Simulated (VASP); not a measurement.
# Ti2C (R-3m) in VASP: a series of runs, part 2 of 2

VASP 6.6.1.

## 3. Electric field gradients, LDA (13.19 Å³/atom)

This run uses another cell than the first one, of 13.19 Å³/atom.

Input file INCAR:

```
PREC     = Accurate       # precision mode
ENCUT    = 520            # plane-wave cutoff, eV
EDIFF    = 1E-8           # SCF threshold, eV
ISMEAR   = -1             # smearing method
SIGMA    = 0.05           # smearing width, eV
LREAL    = F              # projectors in reciprocal space
LASPH    = T              # aspherical terms in the spheres
NELM     = 80             # most SCF steps
ALGO     = Normal         # electronic algorithm
ISIF     = 2              # what is computed and relaxed
LWAVE    = F              # write WAVECAR
LCHARG   = F              # write CHGCAR
LEFG     = T            
NBANDS   = 21             # bands
```

Input file KPOINTS:

```
Automatic mesh
0
Gamma
  14 14 14
```

Input file POSCAR:

```
Ti2C
1.0
    1.5353000866      0.8864059183      4.8476796605
   -1.5353000866      0.8864059183      4.8476796605
    0.0000000000     -1.7728118366      4.8476796605
Ti C
2 1
Direct
    0.2439514817      0.2439514817      0.2439514817
    0.7560485183      0.7560485183      0.7560485183
    0.5000000000      0.5000000000      0.5000000000
```

Potentials or basis: VASP PAW LDA potentials, release 64 (Ti_sv, C).

On the command line:

```
cat potpaw_LDA.64/Ti_sv/POTCAR potpaw_LDA.64/C/POTCAR > POTCAR
mpirun -np 1 vasp_std > vasp.out
```

OUTCAR:

```text
PREC = Accurate
   ENCUT = 520
   EDIFF = 1E-8
   ISMEAR = -1
   LREAL = F
   LASPH = T
   NELM = 80
   ISIF = 2

 ion  position               nearest neighbor table
   1  0.244  0.244  0.244-   3 2.10   3 2.10   3 2.10   2 2.86   2 2.86   2 2.86
   2  0.756  0.756  0.756-   3 2.10   3 2.10   3 2.10   1 2.86   1 2.86   1 2.86
   3  0.500  0.500  0.500-   1 2.10   1 2.10   2 2.10   2 2.10   1 2.10   2 2.10

  LATTYP: Found a trigonal (rhomboedric) cell.
 ALAT       =     5.1616721999
 COS(alpha) =     0.8230560559

[... 796 lines left out ...]

  energy  without entropy=      -29.2835324453  energy(sigma->0) =      -29.29163649

 Electric field gradients (V/A^2)
---------------------------------------------------------------------
 ion       V_xx      V_yy      V_zz      V_xy      V_xz      V_yz
---------------------------------------------------------------------
   1      -6.010    -6.010    12.020    -0.000    -0.000     0.000
   2      -6.010    -6.010    12.020     0.000     0.000     0.000
   3      -2.883    -2.883     5.766     0.000    -0.000     0.000
---------------------------------------------------------------------

 Electric field gradients after diagonalization (V/A^2)
 (convention: |V_zz| > |V_xx| > |V_yy|)
----------------------------------------------------------------------
 ion       V_xx      V_yy      V_zz     asymmetry (V_yy - V_xx)/ V_zz
----------------------------------------------------------------------
   1      -6.010    -6.010    12.020       0.000
   2      -6.010    -6.010    12.020       0.000
   3      -2.883    -2.883     5.766       0.000
----------------------------------------------------------------------

           NMR quadrupolar parameters

 Cq : quadrupolar parameter    Cq=e*Q*V_zz/h
 eta: asymmetry parameters     (V_yy - V_xx)/ V_zz
 Q  : nuclear electric quadrupole moment in mb (millibarn)
----------------------------------------------------------------------
 ion       Cq(MHz)       eta       Q (mb)
----------------------------------------------------------------------
   1       0.029       0.000       1.000
   2       0.029       0.000       1.000
   3       0.014       0.000       1.000
----------------------------------------------------------------------
```

OSZICAR:

```text
N       E                     dE             d eps       ncg     rms          rms(c)
DAV:   1     0.310572755331E+03    0.31057E+03   -0.14768E+04 12144   0.163E+03
DAV:   2     0.187835438780E+01   -0.30869E+03   -0.29951E+03 12474   0.465E+02
DAV:   3    -0.347573164521E+02   -0.36636E+02   -0.36100E+02 20065   0.138E+02
DAV:   4    -0.372286768315E+02   -0.24714E+01   -0.24658E+01 15609   0.343E+01
DAV:   5    -0.373617035164E+02   -0.13303E+00   -0.13301E+00 17118   0.650E+00    0.207E+01
DAV:   6    -0.296609261718E+02    0.77008E+01   -0.60642E+01 15855   0.605E+01    0.585E+00
DAV:   7    -0.293268444607E+02    0.33408E+00   -0.38133E+00 17995   0.172E+01    0.376E+00
DAV:   8    -0.292991324611E+02    0.27712E-01   -0.33793E-01 13508   0.425E+00    0.600E-01
DAV:   9    -0.292979287166E+02    0.12037E-02   -0.36928E-02 17031   0.147E+00    0.581E-01
DAV:  10    -0.292997295089E+02   -0.18008E-02   -0.55423E-03 13686   0.797E-01    0.633E-02
DAV:  11    -0.292997298091E+02   -0.30029E-06   -0.85172E-04 18441   0.208E-01    0.582E-02
DAV:  12    -0.292997448888E+02   -0.15080E-04   -0.99172E-05 16528   0.933E-02    0.108E-02
DAV:  13    -0.292997406952E+02    0.41936E-05   -0.80664E-06 18238   0.295E-02    0.849E-03
DAV:  14    -0.292997406563E+02    0.38924E-07   -0.26254E-06 16181   0.150E-02    0.260E-03
DAV:  15    -0.292997405449E+02    0.11133E-06   -0.51884E-07 13838   0.472E-03    0.604E-04
DAV:  16    -0.292997405428E+02    0.20896E-08   -0.40261E-08 12938   0.134E-03
   1 F= -.29299741E+02 E0= -.29291636E+02  d E =-.162081E-01
```

It took 4.4 min on 1 thread of Intel Xeon 6975P-C (Granite Rapids), shared host; peak memory 0.35 GiB.

Results:

```
Free energy                             : -29.2997 eV
Pressure                                : -6.7 GPa
Largest force                           : 0.050 eV/Å
Band gap on the k mesh                  : zero (bands 14 and 15 overlap by 0.88 eV)
Largest electric field gradient by atom : Ti +12.0; C +5.8 V/Å²
```

Forces in eV/Å, atoms in the order of the input:
```
Ti   0.000  0.000  0.050
Ti   0.000  0.000 -0.050
C    0.000  0.000  0.000
```

Levels at points of the mesh, in eV from the Fermi level:
```csv
k point,band 11,band 12,band 13,band 14,band 15,band 16,band 17,band 18
"(0.00, 0.00, 0.00)",-2.62,-2.62,-1.94,0.47,0.47,0.95,1.91,1.91
"(0.50, 0.00, 0.00)",-2.96,-2.50,-1.29,-0.87,0.12,1.91,2.74,2.81
"(0.50, 0.50, 0.00)",-2.82,-2.65,-1.67,-0.75,0.87,2.48,2.84,2.96
"(0.50, 0.50, 0.50)",-2.50,-2.50,-1.00,0.23,0.81,0.81,1.74,1.74
```

Electric field gradients, principal values (V/Å²):
| atom | least | middle | greatest (by size) |
| --- | --- | --- | --- |
| 1 Ti | -6.010 | -6.010 | 12.020 |
| 2 Ti | -6.010 | -6.010 | 12.020 |
| 3 C | -2.883 | -2.883 | 5.766 |

Caveat: the cell stands under tension; without QUAD_EFG the Cq values of the log hold for a quadrupole moment of 1 mb, not for the nuclei.
